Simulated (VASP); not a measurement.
# Zn (Fm-3m) in VASP: notebook

Zn is run at these levels: PBEsol; tasks: single point.

Program: VASP 6.6.1. These are calculated values, not measurements. Logs are shortened: lines on timing, memory, paths and dates and some standing lists are left out, and cuts for length are marked.

## (1) The cell of the first run

Symmetry: Fm-3m, No. 225, cubic system. The conventional cell has a = 3.722 Å, b = 3.722 Å, c = 3.722 Å, α = 90.00°, β = 90.00°, γ = 90.00°. Within 3.5 Å of Zn (site symmetry m-3m) lie 12 Zn at 2.63 Å.

## (2) Single point, PBEsol

The input, INCAR:

```
SYSTEM = Zn
PREC = Accurate
ENCUT = 520
EDIFF = 1E-7
ISMEAR = -1
SIGMA = 0.05
LREAL = .False.
LASPH = .True.
NELM = 80
ALGO = Normal
ISIF = 2
LWAVE = .False.
LCHARG = .False.
GGA = PS
NBANDS = 12
```

The input, KPOINTS:

```
regular mesh
0
Gamma
  12 12 12
  0 0 0
```

The input, POSCAR:

```
Zn
1.0
    0.0000000000      1.8608043212      1.8608043212
    1.8608043212      0.0000000000      1.8608043212
    1.8608043212      1.8608043212      0.0000000000
Zn
1
Direct
    0.0000000000      0.0000000000      0.0000000000
```

Potentials or basis: VASP PAW PBE potentials, release 64 (Zn).

The run is started by

```
$ cat potpaw_PBE.64/Zn/POTCAR > POTCAR
$ mpirun -np 1 vasp_std > vasp.out
```

OUTCAR:

```text
SYSTEM = Zn
   PREC = Accurate
   ENCUT = 520
   EDIFF = 1E-7
   ISMEAR = -1
   LREAL = .False.
   LASPH = .True.
   NELM = 80
   ISIF = 2
   GGA = PS

 ion  position               nearest neighbor table
   1  0.000  0.000  0.000-

  LATTYP: Found a face centered cubic cell.
 ALAT       =     3.7216086424

  Lattice vectors:

 A1 = (   0.0000000000,   1.8608043212,   1.8608043212)
 A2 = (   1.8608043212,   0.0000000000,   1.8608043212)
 A3 = (   1.8608043212,   1.8608043212,   0.0000000000)

Analysis of symmetry for initial positions (statically):
=====================================================================
 Subroutine PRICEL returns:
 Original cell was already a primitive cell.

 Routine SETGRP: Setting up the symmetry group for a
 face centered cubic supercell.

 Subroutine GETGRP returns: Found 48 space group operations
 (whereof 48 operations were pure point group operations)
 out of a pool of 48 trial point group operations.

The static configuration has the point symmetry O_h .

Analysis of symmetry for dynamics (positions and initial velocities):
=====================================================================
 Subroutine PRICEL returns:
 Original cell was already a primitive cell.

 Routine SETGRP: Setting up the symmetry group for a
 face centered cubic supercell.

 Subroutine GETGRP returns: Found 48 space group operations
 (whereof 48 operations were pure point group operations)
 out of a pool of 48 trial point group operations.

The dynamic configuration has the point symmetry O_h .

 Subroutine INISYM returns: Found 48 space group operations
 (whereof 48 operations are pure point group operations),
 and found     1 'primitive' translations

----------------------------------------------------------------------------------------

                                     Primitive cell

  volume of cell :      12.8864

  direct lattice vectors                    reciprocal lattice vectors
     0.000000000  1.860804321  1.860804321    -0.268701010  0.268701010  0.268701010
     1.860804321  0.000000000  1.860804321     0.268701010 -0.268701010  0.268701010
     1.860804321  1.860804321  0.000000000     0.268701010  0.268701010 -0.268701010

  length of vectors
     2.631574708  2.631574708  2.631574708     0.465403801  0.465403801  0.465403801

  position of ions in fractional coordinates (direct lattice)
     0.000000000  0.000000000  0.000000000

  ion indices of the primitive-cell ions
   primitive index   ion index
                 1           1

----------------------------------------------------------------------------------------

 KPOINTS: regular mesh

Automatic generation of k-mesh.
 Grid dimensions read from file:
 generate k-points for:   12   12   12

 Generating k-lattice:

  Cartesian coordinates                     Fractional coordinates (reciprocal lattice)
    -0.022391751  0.022391751  0.022391751     0.083333333  0.000000000  0.000000000
     0.022391751 -0.022391751  0.022391751     0.000000000  0.083333333  0.000000000
     0.022391751  0.022391751 -0.022391751     0.000000000  0.000000000  0.083333333

  Length of vectors
     0.038783650  0.038783650  0.038783650

  Shift w.r.t. Gamma in fractional coordinates (k-lattice)
     0.000000000  0.000000000  0.000000000

 Subroutine IBZKPT returns following result:
 ===========================================

 Found     72 irreducible k-points:

 Following reciprocal coordinates:
            Coordinates               Weight
  0.000000  0.000000  0.000000      1.000000
  0.083333  0.000000  0.000000      8.000000
  0.166667  0.000000  0.000000      8.000000
  0.250000  0.000000  0.000000      8.000000
  0.333333  0.000000  0.000000      8.000000
  0.416667  0.000000  0.000000      8.000000
[... 16 lines left out ...]
  0.500000  0.166667  0.000000     24.000000
 -0.416667  0.166667  0.000000     24.000000
 [... further k-points ...]
   k-points           NKPTS =     72   k-points in BZ     NKDIM =     72   number of bands    NBANDS=     12
   number of dos      NEDOS =    301   number of ions     NIONS =      1
   total plane-waves  NPLWV =   8000
   dimension x,y,z NGX =    20 NGY =   20 NGZ =   20
   dimension x,y,z NGXF=    40 NGYF=   40 NGZF=   40
   ions per type =               1
   NGX,Y,Z   is equivalent  to a cutoff of  12.63, 12.63, 12.63 a.u.
   NGXF,Y,Z  is equivalent  to a cutoff of  25.27, 25.27, 25.27 a.u.
 SYSTEM =  Zn
   PREC   = accura    normal or accurate (medium, high low for compatibility)
   ISTART =      0    job   : 0-new  1-cont  2-samecut
   ICHARG =      2    charge: 1-file 2-atom 10-const
   ISPIN  =      1    spin polarized calculation?
   LNONCOLLINEAR =      F non collinear calculations
   LSORBIT =      F    spin-orbit coupling
   LASPH  =      T    aspherical Exc in radial PAW
   ENCUT  =  520.0 eV  38.22 Ry    6.18 a.u.   4.89  4.89  4.89*2*pi/ulx,y,z
   NELM   =     80;   NELMIN=  2; NELMDL= -5     # of ELM steps
   EDIFF  = 0.1E-06   stopping-criterion for ELM
   LREAL  =      F    real-space projection
   EDIFFG = 0.1E-05   stopping-criterion for IOM
   NSW    =      0    number of steps for IOM
   IBRION =     -1    ionic relax: 0-MD 1-quasi-New 2-CG
   NFREE  =      0    steps in history (QN), initial steepest desc. (CG)
   ISIF   =      2    stress and relaxation
   ISYM   =      2    0-nonsym 1-usesym 2-fastsym
   POTIM  = 0.5000    time-step for ionic-motion
   TEBEG  =    0.0;   TEEND  =   0.0 temperature during run
   PSTRESS=    0.0 pullay stress
   NELECT =      12.0000    total number of electrons
   NUPDOWN=      -1.0000    fix difference up-down
   EMIN   =  10.00;   EMAX   =-10.00  energy-range for DOS
   EFERMI =   0.00;   METHOD = LEGACY
   ISMEAR =    -1;   SIGMA  =   0.05  broadening in eV -4-tet -1-fermi 0-gaus
   EFERMI_NEDOS =   21; number of points for ismear=-14 and -15
   IALGO  =     38    algorithm
   IMIX   =      4    mixing-type and parameters
     AMIX     =   0.40;   BMIX     =  1.00
     AMIX_MAG =   1.60;   BMIX_MAG =  1.00
  volume/ion in A,a.u.               =      12.89        86.96
  Fermi-wavevector in a.u.,A,eV,Ry     =   1.598667  3.021042 34.772880  2.555735
  Thomas-Fermi vector in A             =   2.696080
   LORBIT       =      0    0 simple, 1 ext, 2 COOP (PROOUT), +10 PAW based schemes
   GGA     = PS    functional components
[... 5 lines left out ...]
 non-spin polarized calculation
  energy-cutoff  :      520.00
  volume of cell :       12.89
 maximum number of plane-waves:       360
   NGX =  9   NGY =  9   NGZ =  9

 number of electron      11.9999986 magnetization

 Free energy of the ion-electron system (eV)
  ---------------------------------------------------
  ext. energy  EPLUGINS =         0.00000000
  ---------------------------------------------------
  free energy    TOTEN  =        -1.51454953 eV

  energy without entropy =       -1.51295863  energy(sigma->0) =       -1.51375408

 E-fermi :   4.1937     XC(G=0): -12.6135

 val. band max:        4.1804796820   @ k =  -0.4167   0.2500   0.0000
 cond. band min:       4.3498663461   @ k =  -0.4167   0.0833   0.0000
 fundamental gap:      0.1693866641
 Fermi energy:         4.1937050174

 k-point     1 :       0.0000    0.0000    0.0000
  band No.  band energies     occupation
      1      -7.5991      2.00000
      2      -3.9243      2.00000
      3      -3.9243      2.00000
      4      -3.9243      2.00000
      5      -3.4041      2.00000
      6      -3.4041      2.00000
      7      24.3363      0.00000
      8      24.7767      0.00000
      9      24.7767      0.00000
     10      24.7767      0.00000
     11      27.3597      0.00000
     12      27.3597      0.00000

 k-point     2 :       0.0833    0.0000    0.0000
  band No.  band energies     occupation
      1      -7.3647      2.00000
      2      -3.9492      2.00000
      3      -3.8932      2.00000
      4      -3.8932      2.00000
      5      -3.4131      2.00000
      6      -3.4131      2.00000
      7      21.0386      0.00000
      8      24.0242      0.00000
      9      24.0242      0.00000
     10      24.3955      0.00000
     11      28.5178      0.00000
     12      28.5178      0.00000

 k-point     3 :       0.1667    0.0000    0.0000
  band No.  band energies     occupation
      1      -6.6882      2.00000
      2      -3.9880      2.00000
      3      -3.8314      2.00000
      4      -3.8314      2.00000
      5      -3.4131      2.00000
      6      -3.4131      2.00000
      7      16.5584      0.00000
      8      22.9707      0.00000
      9      22.9708      0.00000
     10      24.1617      0.00000
     11      30.0238      0.00000
     12      30.6161      0.00000
[... 286 lines left out ...]
 k-point    23 :       0.5000    0.1667    0.0000
  band No.  band energies     occupation
      1      -4.6929      2.00000
      2      -4.0615      2.00000
      3      -3.7186      2.00000
      4      -3.5924      2.00000
      5      -3.0134      2.00000
      6       0.7525      2.00000
      7       4.8425      0.00000
      8      15.6741      0.00000
      9      17.8737      0.00000
     10      20.4952      0.00000
     11      29.8844      0.00000
     12      30.7201      0.00000

 k-point    24 :      -0.4167    0.1667    0.0000
  band No.  band energies     occupation
      1      -4.6720      2.00000
      2      -4.0619      2.00000
      3      -3.7410      2.00000
      4      -3.5160      2.00000
      5      -3.0863      2.00000
      6       1.4800      2.00000
      7       3.9776      1.97378
      8      14.6717      0.00000
      9      18.8037      0.00000
     10      21.0738      0.00000
     11      28.9574      0.00000
     12      30.1261      0.00000

 [... further k-points ...]
[... 5 lines left out ...]
  --------------------------------------------------------------------------------------
  -------------------------------------------------------------------------------------
  Total        0.8573039      0.8573039      0.8573039      0.0000000     -0.0000000     -0.0000000
  in kB      106.5892121    106.5892121    106.5892121      0.0000000     -0.0000000     -0.0000000
  external PRESSURE =     106.5892121 kB  Pullay stress =       0.0000000 kB

 VOLUME and BASIS-vectors are now :
 -----------------------------------------------------------------------------
  energy-cutoff  :      520.00
  volume of cell :       12.89
      direct lattice vectors                 reciprocal lattice vectors
     0.000000000  1.860804321  1.860804321    -0.268701010  0.268701010  0.268701010
     1.860804321  0.000000000  1.860804321     0.268701010 -0.268701010  0.268701010
     1.860804321  1.860804321  0.000000000     0.268701010  0.268701010 -0.268701010

 POSITION                                       TOTAL-FORCE (eV/Angst)
 -----------------------------------------------------------------------------------
      0.00000      0.00000      0.00000         0.000000      0.000000      0.000000
 -----------------------------------------------------------------------------------
    total drift:                                0.000000      0.000000      0.000000

  FREE ENERGIE OF THE ION-ELECTRON SYSTEM (eV)
  ---------------------------------------------------
  free  energy   TOTEN  =        -1.5145495326 eV

  energy  without entropy=       -1.5129586265  energy(sigma->0) =       -1.51375408
```

Run time: 7.1 s. Hardware: 1 thread of Intel Xeon 6975P-C (Granite Rapids), shared host; peak memory 0.13 GiB.

What came out:

```
Free energy            : -1.5145 eV
Pressure               : 10.7 GPa
Band gap on the k mesh : zero (band 6 reaches 6.52 eV, above the bottom of band 7 at 3.08 eV)
```

Caveat: the PAW data sets were made with another functional, which shifts forces and pressure a little.

## (3) Single point, PBEsol

This run uses another cell than the first one, of 14.10 Å³/atom, 1.094 times its volume.

INCAR is that of step 2.

The input, KPOINTS:

```
Automatic mesh
0
Gamma
  12 12 12
  0 0 0
```

The input, POSCAR:

```
Zn
1.0
    0.0000000000      1.9174448192      1.9174448192
    1.9174448192      0.0000000000      1.9174448192
    1.9174448192      1.9174448192      0.0000000000
Zn
1
Direct
    0.0000000000      0.0000000000      0.0000000000
```

Potentials or basis: VASP PAW PBE potentials, release 64 (Zn).

The run is started by

```
$ cat potpaw_PBE.64/Zn/POTCAR > POTCAR
$ mpirun -np 1 vasp_std > vasp.out
```

Run time: 5.9 s. Hardware: 1 thread of Intel Xeon 6975P-C (Granite Rapids), shared host; peak memory 0.12 GiB.

It converged, with:

```
Free energy            : -1.5530 eV
Pressure               : 0.5 GPa
Band gap on the k mesh : zero (band 6 reaches 5.73 eV, above the bottom of band 7 at 2.19 eV)
```

Levels at points of the mesh, in eV from the Fermi level:
| k point | band 4 | band 5 | band 6 | band 7 | band 8 | band 9 |
| --- | --- | --- | --- | --- | --- | --- |
| (0.00, 0.00, 0.00) | -7.74 | -7.30 | -7.30 | 19.34 | 19.34 | 19.34 |
| (0.50, 0.00, 0.00) | -6.98 | -6.98 | -3.18 | -1.20 | 16.15 | 16.15 |
| (0.50, 0.50, 0.00) | -6.90 | -6.90 | -1.15 | 2.05 | 8.84 | 8.84 |

Caveat: the PAW data sets were made with another functional, which shifts forces and pressure a little.

[end of part 1 of 2]
